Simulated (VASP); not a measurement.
# Mg7ZnO8 (P1) in VASP: a series of runs, part 2 of 3

VASP 6.6.1.

## 3. Relaxation of volume and atoms at fixed shape, PBEsol

INCAR reads:

```
SYSTEM = Mg7ZnO8
PREC = Accurate
ENCUT = 700
EDIFF = 1E-7
ISMEAR = -1
SIGMA = 0.05
LREAL = Auto
LASPH = .TRUE.
NELM = 120
ALGO = Normal
ISIF = 8
LWAVE = .FALSE.
LCHARG = .FALSE.
GGA = PS
IBRION = 2
NSW = 100
EDIFFG = -0.03
ISYM = -1
GGA_COMPAT = .FALSE.
NELMIN = 4
```

KPOINTS reads:

```
explicit points
1
Reciprocal
  0.25000000   0.25000000   0.25000000 1
```

POSCAR reads:

```
Mg7ZnO8
1.0
    8.4409800000      0.0000000000      0.0000000000
    0.0000000000      8.4409800000      0.0000000000
    0.0000000000      0.0000000000      8.4409800000
O Zn Mg
32 4 28
Direct
    0.2509980000      0.0013570000      0.9999280000
    0.2499700000      0.9997660000      0.5012260000
    0.2458990000      0.4983770000      0.0012810000
    0.2521200000      0.4992650000      0.4966590000
    0.7540040000      0.0021100000      0.9996080000
    0.7493740000      0.9986030000      0.4998580000
    0.7498000000      0.4995690000      0.0000140000
    0.7498600000      0.5001470000      0.5022740000
    0.0013060000      0.2532930000      0.0006100000
    0.0026880000      0.2535030000      0.5018330000
    0.9993670000      0.7502930000      0.0034570000
    0.9998000000      0.7526390000      0.5007750000
    0.4949110000      0.2529860000      0.0023160000
    0.4971850000      0.2507990000      0.4975860000
    0.4999450000      0.7484520000      0.0021330000
    0.5038060000      0.7529930000      0.4967000000
    0.0007340000      0.9988230000      0.2503070000
    0.0015210000      0.0031880000      0.7489350000
    0.0009250000      0.5014580000      0.2533060000
    0.0017490000      0.5038130000      0.7464530000
    0.4996240000      0.9971090000      0.2505130000
    0.4982940000      0.9976040000      0.7467610000
    0.5007900000      0.5015210000      0.2469380000
    0.4980390000      0.5012590000      0.7492320000
    0.2512180000      0.2516670000      0.2545360000
    0.2485270000      0.2494930000      0.7511970000
    0.2493790000      0.7526750000      0.2530390000
    0.2484340000      0.7486510000      0.7477570000
    0.7482230000      0.2501130000      0.2515400000
    0.7493050000      0.2472890000      0.7489380000
    0.7518070000      0.7473940000      0.2470400000
    0.7513640000      0.7495950000      0.7497170000
    0.0011680000      0.0024330000      0.9992940000
    0.2507420000      0.7496740000      0.4999760000
    0.7514270000      0.4959000000      0.7509440000
    0.4996320000      0.2489990000      0.2467290000
    0.9992280000      0.0006210000      0.4950330000
    0.0025090000      0.5022570000      0.9968920000
    0.0017410000      0.4990810000      0.5045010000
    0.4986160000      0.9968440000      0.9951890000
    0.5005210000      0.9977030000      0.5029290000
    0.4990840000      0.5000960000      0.0028240000
    0.5010260000      0.5027910000      0.4993140000
    0.2479820000      0.2520590000      0.0028220000
    0.2515460000      0.2546350000      0.5005010000
    0.2481370000      0.7506180000      0.0032360000
    0.7517700000      0.2527020000      0.9980260000
    0.7531880000      0.2487260000      0.4986820000
    0.7509390000      0.7565520000      0.0021540000
    0.7467580000      0.7521250000      0.4995190000
    0.2511820000      0.0025740000      0.2489530000
    0.2542750000      0.9984200000      0.7528430000
    0.2501550000      0.4967350000      0.2509530000
    0.2506450000      0.4998790000      0.7472280000
    0.7518000000      0.0006490000      0.2505360000
    0.7521880000      0.0023160000      0.7471040000
    0.7456550000      0.4989740000      0.2451180000
    0.0018380000      0.2524300000      0.2503500000
    0.9964300000      0.2510340000      0.7486980000
    0.0004270000      0.7490880000      0.2523860000
    0.9995960000      0.7508310000      0.7512200000
    0.4990650000      0.2524090000      0.7491250000
    0.4995010000      0.7480920000      0.2466100000
    0.5043840000      0.7496760000      0.7484180000
```

Potentials or basis: VASP PAW PBE potentials, release 64 (O, Zn, Mg).

Started as:

```console
$ cat potpaw_PBE.64/O/POTCAR potpaw_PBE.64/Zn/POTCAR potpaw_PBE.64/Mg/POTCAR > POTCAR
$ mpirun -np 1 vasp_std > vasp.out
```

Wall time 42 min (1 thread of Intel Xeon 6975P-C (Granite Rapids), shared host); peak memory 1.2 GiB.

Results (log left out):

```
Free energy                           : -388.6847 eV
Relaxed volume                        : 9.37 Å³/atom
Relaxed cell                          : a = 8.432 Å, b = 8.432 Å, c = 8.432 Å, α = 90.00°, β = 90.00°, γ = 90.00°
Space group after relaxing (to 0.1 Å) : P4_132 (No. 213)
Energy gained by relaxing             : 8.0 meV/atom
Ionic steps                           : 10
Pressure after relaxing               : 0.0 GPa
Largest force after relaxing          : 0.015 eV/Å
Band gap on the k mesh                : 4.92 eV
```

Forces on the atoms (eV/Å):
```
O   -0.002  0.000 -0.001
O   -0.005  0.004  0.004
O    0.001 -0.003 -0.003
O    0.004  0.007 -0.004
O   -0.004  0.003  0.005
O   -0.002  0.000  0.003
O    0.009 -0.003 -0.001
O    0.003  0.002  0.003
O    0.004  0.000  0.000
O    0.003 -0.006 -0.001
O    0.001 -0.004 -0.004
O   -0.008 -0.005  0.001
O    0.002  0.002  0.006
O    0.000  0.002  0.002
O    0.000  0.001  0.001
O   -0.007  0.007 -0.002
O   -0.002 -0.005 -0.006
O    0.003 -0.010 -0.003
O   -0.002  0.001  0.003
O    0.004 -0.004 -0.004
O    0.001  0.005  0.005
O   -0.003  0.004  0.007
O    0.000  0.006  0.003
O   -0.001  0.003  0.005
O    0.006 -0.008 -0.001
O   -0.001 -0.002 -0.004
O   -0.003  0.001 -0.003
O   -0.004  0.000 -0.007
O    0.001  0.003  0.005
O   -0.005  0.002  0.001
O    0.002 -0.003  0.005
O    0.004  0.002  0.008
Zn   0.001 -0.010 -0.004
Zn  -0.005 -0.003 -0.010
Zn  -0.001  0.000  0.003
Zn   0.005  0.002  0.007
Mg  -0.003  0.001 -0.007
Mg   0.007 -0.005 -0.003
Mg   0.004 -0.003 -0.013
Mg   0.006  0.000  0.002
Mg  -0.005  0.009  0.006
Mg  -0.007  0.011 -0.004
Mg   0.000  0.012  0.001
Mg  -0.003  0.000 -0.004
Mg  -0.008  0.002  0.000
Mg   0.007 -0.009 -0.004
Mg   0.008 -0.004  0.008
Mg   0.005 -0.002 -0.001
Mg  -0.005  0.002  0.005
Mg  -0.001  0.000 -0.005
Mg  -0.001  0.005 -0.004
Mg  -0.005  0.002  0.001
Mg  -0.002  0.002 -0.008
Mg   0.007 -0.005 -0.004
Mg  -0.006  0.001  0.010
Mg  -0.006  0.000 -0.002
Mg   0.010 -0.001  0.008
Mg   0.001  0.001 -0.004
Mg   0.004 -0.004 -0.005
Mg   0.001 -0.015  0.000
Mg  -0.001 -0.001 -0.005
Mg   0.003  0.008  0.004
Mg  -0.007  0.005  0.002
Mg  -0.003 -0.002  0.006
```

Stress tensor (GPa, compression positive):
```
-0.01 -0.19 -0.19
-0.19 -0.01 -0.19
-0.19 -0.19  0.00
```

The path:
| step | energy change (eV) | largest force (eV/Å) | pressure (GPa) | volume (Å³) |
| --- | --- | --- | --- | --- |
| 1 | 0.0000 | 0.9333 | -0.14 | 601.42 |
| 2 | -0.4277 | 0.2785 | -0.27 | 600.70 |
| 3 | -0.4331 | 0.3237 | -0.26 | 600.60 |
| 4 | -0.4936 | 0.1186 | 0.08 | 599.16 |
| 5 | -0.5002 | 0.1189 | 0.26 | 598.49 |
| 6 | -0.5097 | 0.0585 | -0.08 | 599.75 |
| 7 | -0.5104 | 0.0608 | -0.20 | 600.18 |
| 8 | -0.5130 | 0.0311 | 0.03 | 599.34 |
| 9 | -0.5131 | 0.0302 | 0.09 | 599.12 |
| 10 | -0.5138 | 0.0147 | -0.01 | 599.48 |

Levels at points of the mesh, in eV from the valence-band top:
| k point | band 146 | band 147 | band 148 | band 149 | band 150 | band 151 |
| --- | --- | --- | --- | --- | --- | --- |
| (0.25, 0.25, 0.25) | -0.07 | -0.02 | 0.00 | 4.92 | 6.05 | 6.23 |

Caveat: the PAW data sets were made with another functional, which shifts forces and pressure a little; a shifted mesh leaves out Γ, where band edges can lie.

[end of part 2 of 3]
